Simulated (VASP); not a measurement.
# V (Im-3m) in VASP: a series of runs, part 2 of 2

VASP 6.6.1.

## (4) Single point, PBE

Input file INCAR:

```
ALGO     = Normal         # electronic algorithm
EDIFF    = 1E-7           # SCF threshold, eV
ENCUT    = 520            # plane-wave cutoff, eV
GGA      = PE             # functional
ISIF     = 2              # what is computed and relaxed
ISMEAR   = 0              # smearing method
LASPH    = T              # aspherical terms in the spheres
LCHARG   = F              # write CHGCAR
LREAL    = F              # projectors in reciprocal space
LWAVE    = F              # write WAVECAR
NBANDS   = 12             # bands
NELM     = 100            # most SCF steps
PREC     = Accurate       # precision mode
SIGMA    = 0.1            # smearing width, eV
```

Input file KPOINTS:

```
k-points
0
Gamma
  15 15 15
```

Input file POSCAR:

```
V
1.0
   -1.4991761207      1.4991761207      1.4991761207
    1.4991761207     -1.4991761207      1.4991761207
    1.4991761207      1.4991761207     -1.4991761207
V
1
Direct
    0.0000000000      0.0000000000      0.0000000000
```

Potentials or basis: VASP PAW PBE potentials, release 64 (V_sv).

Run with:

```bash
$ cat potpaw_PBE.64/V_sv/POTCAR > POTCAR
$ mpirun -np 1 vasp_std > vasp.out
```

OUTCAR:

```text
EDIFF = 1E-7
   ENCUT = 520
   GGA = PE
   ISIF = 2
   ISMEAR = 0
   LASPH = T
   LREAL = F
   NELM = 100
   PREC = Accurate

 ion  position               nearest neighbor table
   1  0.000  0.000  0.000-

  LATTYP: Found a body centered cubic cell.
 ALAT       =     2.9983522414

  Lattice vectors:

 A1 = (  -1.4991761207,   1.4991761207,   1.4991761207)
 A2 = (   1.4991761207,  -1.4991761207,   1.4991761207)
 A3 = (   1.4991761207,   1.4991761207,  -1.4991761207)

Analysis of symmetry for initial positions (statically):
=====================================================================
 Subroutine PRICEL returns:
 Original cell was already a primitive cell.

 Routine SETGRP: Setting up the symmetry group for a
 body centered cubic supercell.

 Subroutine GETGRP returns: Found 48 space group operations
 (whereof 48 operations were pure point group operations)
 out of a pool of 48 trial point group operations.

The static configuration has the point symmetry O_h .

Analysis of symmetry for dynamics (positions and initial velocities):
=====================================================================
 Subroutine PRICEL returns:
 Original cell was already a primitive cell.

 Routine SETGRP: Setting up the symmetry group for a
 body centered cubic supercell.

 Subroutine GETGRP returns: Found 48 space group operations
 (whereof 48 operations were pure point group operations)
 out of a pool of 48 trial point group operations.

The dynamic configuration has the point symmetry O_h .

 Subroutine INISYM returns: Found 48 space group operations
 (whereof 48 operations are pure point group operations),
 and found     1 'primitive' translations

----------------------------------------------------------------------------------------

                                     Primitive cell

  volume of cell :      13.4778

[... 106 lines left out ...]
     AMIX_MAG =   1.60;   BMIX_MAG =  1.00
  volume/ion in A,a.u.               =      13.48        90.95
  Fermi-wavevector in a.u.,A,eV,Ry     =   1.617521  3.056672 35.597938  2.616375
  Thomas-Fermi vector in A             =   2.711933
   LORBIT       =      0    0 simple, 1 ext, 2 COOP (PROOUT), +10 PAW based schemes
   GGA     = PE    functional components
   LHFCALC =     F    Hartree Fock is set to
   AEXX    =    0.0000 exact exchange contribution
   IVDW    =     0    specifies the selected vdW correction
   LEPSILON=     F    determine dielectric tensor
   LRPA    =     F    only Hartree local field effects (RPA)
 non-spin polarized calculation
 Gauss-broadening in eV      SIGMA  =   0.10
  energy-cutoff  :      520.00
  volume of cell :       13.48
 maximum number of plane-waves:       374
   NGX =  9   NGY =  9   NGZ =  9

 number of electron      12.9999990 magnetization

 Free energy of the ion-electron system (eV)
  ---------------------------------------------------
  ext. energy  EPLUGINS =         0.00000000
  ---------------------------------------------------
  free energy    TOTEN  =        -8.99826817 eV

  energy without entropy =       -8.99129259  energy(sigma->0) =       -8.99478038

 E-fermi :   9.7076     XC(G=0): -12.9008

 val. band max:        9.7007911464   @ k =  -0.2667   0.2667   0.1333
 cond. band min:       9.7394007290   @ k =   0.0667   0.0667   0.0667
 fundamental gap:      0.0386095827
 Fermi energy:         9.7076299423

 k-point     1 :       0.0000    0.0000    0.0000
  band No.  band energies     occupation
      1     -54.0170      2.00000
      2     -27.3189      2.00000
      3     -27.3189      2.00000
      4     -27.3189      2.00000
      5       3.1144      2.00000
      6      10.1141      0.00000
      7      10.1141      0.00000
      8      10.1141      0.00000
      9      12.1222      0.00000
     10      12.1222      0.00000
     11      30.1815      0.00000
     12      30.1815      0.00000
[... 331 lines left out ...]
 k-point    24 :       0.4000    0.2000    0.0000
  band No.  band energies     occupation
      1     -53.8045      2.00000
      2     -28.1045      2.00000
      3     -27.7273      2.00000
      4     -27.4082      2.00000
      5       7.3949      2.00000
      6       8.6334      2.00000
      7       9.6198      1.78595
      8      12.0685      0.00000
      9      12.6979      0.00000
     10      16.0845      0.00000
     11      19.7303      0.00000
     12      23.0798      0.00000

 [... further k-points ...]
[... 5 lines left out ...]
  --------------------------------------------------------------------------------------
  -------------------------------------------------------------------------------------
  Total       -0.0226303     -0.0226303     -0.0226303      0.0000000      0.0000000      0.0000000
  in kB       -2.6901957     -2.6901957     -2.6901957      0.0000000      0.0000000      0.0000000
  external PRESSURE =      -2.6901957 kB  Pullay stress =       0.0000000 kB

 VOLUME and BASIS-vectors are now :
 -----------------------------------------------------------------------------
  energy-cutoff  :      520.00
  volume of cell :       13.48
      direct lattice vectors                 reciprocal lattice vectors
    -1.499176121  1.499176121  1.499176121     0.000000000  0.333516518  0.333516518
     1.499176121 -1.499176121  1.499176121     0.333516518  0.000000000  0.333516518
     1.499176121  1.499176121 -1.499176121     0.333516518  0.333516518  0.000000000

 POSITION                                       TOTAL-FORCE (eV/Angst)
 -----------------------------------------------------------------------------------
      0.00000      0.00000      0.00000        -0.000000      0.000000     -0.000000
 -----------------------------------------------------------------------------------
    total drift:                                0.000000      0.000000      0.000000

  FREE ENERGIE OF THE ION-ELECTRON SYSTEM (eV)
  ---------------------------------------------------
  free  energy   TOTEN  =        -8.9982681742 eV

  energy  without entropy=       -8.9912925852  energy(sigma->0) =       -8.99478038
```

stdout:

```text
POSCAR found type information on POSCAR V
 POSCAR found :  1 types and       1 ions
 scaLAPACK will be used
 LDA part: xc-table for (Slater+PW92), standard interpolation
 POSCAR, INCAR and KPOINTS ok, starting setup
 FFT: planning ... GRIDC
 FFT: planning ... GRID_SOFT
 FFT: planning ... GRID
 WAVECAR not read
 entering main loop
```

It took 24 s on 1 thread of Intel Xeon 8259CL, shared host; peak memory 0.14 GiB.

Results:

```
Free energy : -8.9983 eV
Pressure    : -0.3 GPa
```

## (5) Single point, PBE

Input file INCAR:

```
  ALGO = Normal
  EDIFF = 1E-6
  ENCUT = 520
  GGA = PE
  ISIF = 2
  ISMEAR = 0
  LASPH = True
  LCHARG = True
  LELF = True
  LREAL = False
  LVHAR = True
  LWAVE = False
  NBANDS = 12
  NELM = 80
  PREC = Accurate
  SIGMA = 0.2
```

KPOINTS is that of step 4.

POSCAR is that of step 4.

Run with:

```bash
$ cat potpaw_PBE.64/V_sv/POTCAR > POTCAR
$ mpirun -np 1 vasp_std > vasp.out
```

Run time: 20 s. Hardware: 1 thread of Intel Xeon 8259CL, shared host; peak memory 0.13 GiB.

The run converged. Its results:

- Free energy: -9.0102 eV
- Pressure: 0.0 GPa

Levels at points of the mesh, in eV from the Fermi level:
| k point | band 2 | band 3 | band 4 | band 5 | band 6 | band 7 | band 8 | band 9 | band 10 | band 11 |
| --- | --- | --- | --- | --- | --- | --- | --- | --- | --- | --- |
| (0.00, 0.00, 0.00) | -37.04 | -37.04 | -37.04 | -6.60 | 0.40 | 0.40 | 0.40 | 2.40 | 2.40 | 20.46 |

## (6) Summary

```tsv
smearing	gap on the mesh (eV)	pressure (GPa)
gaussian 0.01 eV	none	-0.3
gaussian 0.03 eV	none	-0.4
gaussian 0.1 eV	none	-0.3
gaussian 0.2 eV	none	0.0
```

Alike in all rows: task single point; level PBE; potentials or basis VASP PAW PBE potentials, release 64 (V_sv); no spin polarisation; cell as given; k mesh 15 × 15 × 15; cutoff (eV) 520.

Every run on the cell as given and a fine mesh finds a metal.

Total energies depend on the potentials used, so only differences within one code and one set of settings carry meaning.
